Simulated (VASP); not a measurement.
# TiO2 (I4_1/amd) in VASP: electric field gradients with LDA

Aim: the electric field gradients of TiO2 with LDA.

Program: VASP 6.6.1. These are calculated values, not measurements. Logs are shortened: lines on timing, memory, paths and dates and some standing lists are left out, and cuts for length are marked.

### 1 The cell of the first run

The structure is tetragonal, space group I4_1/amd (No. 141). The conventional cell has a = 3.785 Å, b = 3.785 Å, c = 9.514 Å, α = 90.00°, β = 90.00°, γ = 90.00°. Ti (site symmetry -4m2) has 6 O at 1.94 to 1.97 Å within 2.6 Å. O (site symmetry 2mm) has 3 Ti at 1.94 to 1.97 Å and 2 O at 2.45 Å within 2.6 Å.

### 2 Electric field gradients, LDA

INCAR

```
  ALGO = Normal
  EDIFF = 1E-8
  ENCUT = 520
  ISIF = 2
  ISMEAR = -1
  LASPH = T
  LCHARG = F
  LEFG = T
  LREAL = F
  LWAVE = F
  NBANDS = 33
  NELM = 100
  PREC = Accurate
  SIGMA = 0.08
```

KPOINTS

```
k-points
0
Gamma
  13 13 13
```

POSCAR

```
TiO2
1.0
   -1.8925000000      1.8925000000      4.7570000000
    1.8925000000     -1.8925000000      4.7570000000
    1.8925000000      1.8925000000     -4.7570000000
Ti O
2 4
Direct
    0.0000000000      0.0000000000      0.0000000000
    0.7500000000      0.2500000000      0.5000000000
    0.2066000000      0.2066000000      0.0000000000
    0.9566000000      0.4566000000      0.5000000000
    0.5434000000      0.0434000000      0.5000000000
    0.7934000000      0.7934000000      0.0000000000
```

Potentials or basis: VASP PAW LDA potentials, release 64 (Ti_sv, O).

Launch:

```bash
$ cat potpaw_LDA.64/Ti_sv/POTCAR potpaw_LDA.64/O/POTCAR > POTCAR
$ mpirun -np 1 vasp_std > vasp.out
```

OUTCAR:

```text
EDIFF = 1E-8
   ENCUT = 520
   ISIF = 2
   ISMEAR = -1
   LASPH = T
   LREAL = F
   NELM = 100
   PREC = Accurate

 ion  position               nearest neighbor table
   1  0.000  0.000  0.000-   5 1.94   4 1.94   5 1.94   4 1.94   3 1.97   6 1.97
   2  0.750  0.250  0.500-   6 1.94   3 1.94   6 1.94   3 1.94   4 1.97   5 1.97
   3  0.207  0.207  0.000-   2 1.94   2 1.94   1 1.97
   4  0.957  0.457  0.500-   1 1.94   1 1.94   2 1.97
   5  0.543  0.043  0.500-   1 1.94   1 1.94   2 1.97
   6  0.793  0.793  0.000-   2 1.94   2 1.94   1 1.97

  LATTYP: Found a body centered tetragonal cell.
 ALAT       =     3.7850000000
 C/A-ratio  =     2.5136063408

  Lattice vectors:

 A1 = (  -1.8925000000,   1.8925000000,   4.7570000000)
 A2 = (   1.8925000000,  -1.8925000000,   4.7570000000)
 A3 = (   1.8925000000,   1.8925000000,  -4.7570000000)

Analysis of symmetry for initial positions (statically):
=====================================================================
 Subroutine PRICEL returns:
 Original cell was already a primitive cell.

 Routine SETGRP: Setting up the symmetry group for a
 body centered tetragonal supercell.

 Subroutine GETGRP returns: Found 16 space group operations
 (whereof  8 operations were pure point group operations)
 out of a pool of 16 trial point group operations.

The static configuration has the point symmetry D_2d.
 The point group associated with its full space group is D_4h.

Analysis of symmetry for dynamics (positions and initial velocities):
=====================================================================
 Subroutine PRICEL returns:
 Original cell was already a primitive cell.

 Routine SETGRP: Setting up the symmetry group for a
 body centered tetragonal supercell.

 Subroutine GETGRP returns: Found 16 space group operations
 (whereof  8 operations were pure point group operations)
 out of a pool of 16 trial point group operations.

The dynamic configuration has the point symmetry D_2d.
 The point group associated with its full space group is D_4h.

 Subroutine INISYM returns: Found 16 space group operations
 (whereof  8 operations are pure point group operations),
 and found     1 'primitive' translations

----------------------------------------------------------------------------------------

                                     Primitive cell

  volume of cell :      68.1499

  direct lattice vectors                    reciprocal lattice vectors
    -1.892500000  1.892500000  4.757000000     0.000000000  0.264200793  0.105108262
     1.892500000 -1.892500000  4.757000000     0.264200793  0.000000000  0.105108262
     1.892500000  1.892500000 -4.757000000     0.264200793  0.264200793  0.000000000

  length of vectors
     5.458219627  5.458219627  5.458219627     0.284341002  0.284341002  0.373636344

  position of ions in fractional coordinates (direct lattice)
     0.000000000  0.000000000  0.000000000
     0.750000000  0.250000000  0.500000000
     0.206600000  0.206600000  0.000000000
     0.956600000  0.456600000  0.500000000
     0.543400000  0.043400000  0.500000000
     0.793400000  0.793400000  0.000000000

  ion indices of the primitive-cell ions
   primitive index   ion index
                 1           1
                 2           2
                 3           3
                 4           4
                 5           5
                 6           6

----------------------------------------------------------------------------------------

 KPOINTS: k-points

Automatic generation of k-mesh.
 Grid dimensions read from file:
 generate k-points for:   13   13   13

 Generating k-lattice:

  Cartesian coordinates                     Fractional coordinates (reciprocal lattice)
     0.000000000  0.020323138  0.008085251     0.076923077  0.000000000  0.000000000
[... 48 lines left out ...]
   NGXF,Y,Z  is equivalent  to a cutoff of  25.58, 25.58, 25.58 a.u.
 SYSTEM =  unknown system
   PREC   = accura    normal or accurate (medium, high low for compatibility)
   ISTART =      0    job   : 0-new  1-cont  2-samecut
   ICHARG =      2    charge: 1-file 2-atom 10-const
   ISPIN  =      1    spin polarized calculation?
   LNONCOLLINEAR =      F non collinear calculations
   LSORBIT =      F    spin-orbit coupling
   LASPH  =      T    aspherical Exc in radial PAW
   ENCUT  =  520.0 eV  38.22 Ry    6.18 a.u.  10.15 10.15 10.15*2*pi/ulx,y,z
   NELM   =    100;   NELMIN=  2; NELMDL= -5     # of ELM steps
   EDIFF  = 0.1E-07   stopping-criterion for ELM
   LREAL  =      F    real-space projection
   EDIFFG = 0.1E-06   stopping-criterion for IOM
   NSW    =      0    number of steps for IOM
   IBRION =     -1    ionic relax: 0-MD 1-quasi-New 2-CG
   NFREE  =      0    steps in history (QN), initial steepest desc. (CG)
   ISIF   =      2    stress and relaxation
   ISYM   =      2    0-nonsym 1-usesym 2-fastsym
   POTIM  = 0.5000    time-step for ionic-motion
   TEBEG  =    0.0;   TEEND  =   0.0 temperature during run
   PSTRESS=    0.0 pullay stress
   NELECT =      48.0000    total number of electrons
   NUPDOWN=      -1.0000    fix difference up-down
   EMIN   =  10.00;   EMAX   =-10.00  energy-range for DOS
   EFERMI =   0.00;   METHOD = LEGACY
   ISMEAR =    -1;   SIGMA  =   0.08  broadening in eV -4-tet -1-fermi 0-gaus
   EFERMI_NEDOS =   21; number of points for ismear=-14 and -15
   IALGO  =     38    algorithm
   IMIX   =      4    mixing-type and parameters
     AMIX     =   0.40;   BMIX     =  1.00
     AMIX_MAG =   1.60;   BMIX_MAG =  1.00
  volume/ion in A,a.u.               =      11.36        76.65
  Fermi-wavevector in a.u.,A,eV,Ry     =   1.456578  2.752532 28.866366  2.121618
  Thomas-Fermi vector in A             =   2.573479
   LORBIT       =      0    0 simple, 1 ext, 2 COOP (PROOUT), +10 PAW based schemes
   GGA     = CA    functional components
   LHFCALC =     F    Hartree Fock is set to
   AEXX    =    0.0000 exact exchange contribution
   IVDW    =     0    specifies the selected vdW correction
   LEPSILON=     F    determine dielectric tensor
   LRPA    =     F    only Hartree local field effects (RPA)
 non-spin polarized calculation
  energy-cutoff  :      520.00
  volume of cell :       68.15
 maximum number of plane-waves:      1854
 NGX is ok and might be reduce to    42
   NGX = 21   NGY = 21   NGZ = 21

 number of electron      47.9999998 magnetization

 Free energy of the ion-electron system (eV)
  ---------------------------------------------------
  ext. energy  EPLUGINS =         0.00000000
  ---------------------------------------------------
  free energy    TOTEN  =       -58.80658536 eV

  energy without entropy =      -58.80658514  energy(sigma->0) =      -58.80658525

 E-fermi :   4.1779     XC(G=0): -11.3342

 val. band max:        3.0495297564   @ k =  -0.4615   0.4615   0.0000
 cond. band min:       5.0955894023   @ k =   0.0000   0.0000   0.0000
 fundamental gap:      2.0460596460
 Fermi energy:         4.1778876680

 k-point     1 :       0.0000    0.0000    0.0000
  band No.  band energies     occupation
      1     -52.5590      2.00000
      2     -52.4931      2.00000
      3     -29.4539      2.00000
      4     -29.1878      2.00000
      5     -29.1878      2.00000
      6     -29.1111      2.00000
[... 853 lines left out ...]
     32       9.6959      0.00000
     33       9.8129      0.00000

 [... further k-points ...]
[... 5 lines left out ...]
  --------------------------------------------------------------------------------------
  -------------------------------------------------------------------------------------
  Total       -2.5401909     -2.5401909     -1.0275504      0.0000000      0.0000000      0.0000000
  in kB      -59.7189295    -59.7189295    -24.1573225      0.0000000      0.0000000      0.0000000
  external PRESSURE =     -47.8650605 kB  Pullay stress =       0.0000000 kB

 VOLUME and BASIS-vectors are now :
 -----------------------------------------------------------------------------
  energy-cutoff  :      520.00
  volume of cell :       68.15
      direct lattice vectors                 reciprocal lattice vectors
    -1.892500000  1.892500000  4.757000000     0.000000000  0.264200793  0.105108262
     1.892500000 -1.892500000  4.757000000     0.264200793  0.000000000  0.105108262
     1.892500000  1.892500000 -4.757000000     0.264200793  0.264200793  0.000000000

 POSITION                                       TOTAL-FORCE (eV/Angst)
 -----------------------------------------------------------------------------------
      0.00000      0.00000      0.00000         0.000000      0.000000     -0.000000
      0.00000      1.89250      2.37850         0.000000      0.000000     -0.000000
      0.00000      0.00000      1.96559         0.000000      0.000000      0.139873
      0.00000      1.89250      4.34409         0.000000      0.000000      0.139873
      0.00000      1.89250      0.41291        -0.000000     -0.000000     -0.139873
      0.00000      0.00000      7.54841         0.000000      0.000000     -0.139873
 -----------------------------------------------------------------------------------
    total drift:                                0.000000     -0.000000     -0.000000

  FREE ENERGIE OF THE ION-ELECTRON SYSTEM (eV)
  ---------------------------------------------------
  free  energy   TOTEN  =       -58.8065853641 eV

  energy  without entropy=      -58.8065851419  energy(sigma->0) =      -58.80658525

 Electric field gradients (V/A^2)
---------------------------------------------------------------------
 ion       V_xx      V_yy      V_zz      V_xy      V_xz      V_yz
---------------------------------------------------------------------
   1       0.385     0.385    -0.769    -0.001    -0.000    -0.000
   2       0.385     0.385    -0.769    -0.001    -0.000    -0.000
   3      -4.156    13.597    -9.440     0.000    -0.001    -0.001
   4      13.597    -4.156    -9.440     0.000    -0.001    -0.001
   5      -4.156    13.597    -9.440     0.000    -0.001    -0.001
   6      13.597    -4.156    -9.440     0.000    -0.001    -0.001
---------------------------------------------------------------------

 Electric field gradients after diagonalization (V/A^2)
 (convention: |V_zz| > |V_xx| > |V_yy|)
----------------------------------------------------------------------
 ion       V_xx      V_yy      V_zz     asymmetry (V_yy - V_xx)/ V_zz
----------------------------------------------------------------------
   1       0.385     0.384    -0.769       0.002
   2       0.385     0.384    -0.769       0.002
   3      -9.440    -4.156    13.597       0.389
   4      -9.440    -4.156    13.597       0.389
   5      -9.440    -4.156    13.597       0.389
   6      -9.440    -4.156    13.597       0.389
----------------------------------------------------------------------

           NMR quadrupolar parameters

 Cq : quadrupolar parameter    Cq=e*Q*V_zz/h
 eta: asymmetry parameters     (V_yy - V_xx)/ V_zz
 Q  : nuclear electric quadrupole moment in mb (millibarn)
----------------------------------------------------------------------
 ion       Cq(MHz)       eta       Q (mb)
----------------------------------------------------------------------
   1      -0.002       0.002       1.000
   2      -0.002       0.002       1.000
   3       0.033       0.389       1.000
   4       0.033       0.389       1.000
   5       0.033       0.389       1.000
   6       0.033       0.389       1.000
----------------------------------------------------------------------
```

It took 19 min on 1 thread of Intel Xeon Platinum 8259CL at 2.50GHz (Skylake/Cascade Lake), shared host; peak memory 0.46 GiB.

What came out:

| Item | Value |
| --- | --- |
| Free energy | -58.8066 eV |
| Pressure | -4.8 GPa |
| Largest force | 0.140 eV/Å |
| Band gap on the k mesh | 2.05 eV (least direct gap 2.35 eV) |
| Largest electric field gradient by atom | Ti -0.8; O +13.6 V/Å² |

Forces in eV/Å, atoms in the order of the input:
```
Ti   0.000  0.000  0.000
Ti   0.000  0.000  0.000
O    0.000  0.000  0.140
O    0.000  0.000  0.140
O    0.000  0.000 -0.140
O    0.000  0.000 -0.140
```

Levels at points of the mesh, in eV from the valence-band top:
| k point | band 20 | band 21 | band 22 | band 23 | band 24 | band 25 | band 26 | band 27 | band 28 | band 29 |
| --- | --- | --- | --- | --- | --- | --- | --- | --- | --- | --- |
| (0.00, 0.00, 0.00) | -0.73 | -0.72 | -0.72 | -0.44 | -0.44 | 2.05 | 2.82 | 4.03 | 4.03 | 4.05 |

Electric field gradients, principal values (V/Å²):
```tsv
atom	least	middle	greatest (by size)
1 Ti	0.384	0.385	-0.769
2 Ti	0.384	0.385	-0.769
3 O	-4.156	-9.440	13.597
4 O	-4.156	-9.440	13.597
5 O	-4.156	-9.440	13.597
6 O	-4.156	-9.440	13.597
```

Caveat: the cell stands under tension; without QUAD_EFG the Cq values of the log hold for a quadrupole moment of 1 mb, not for the nuclei.
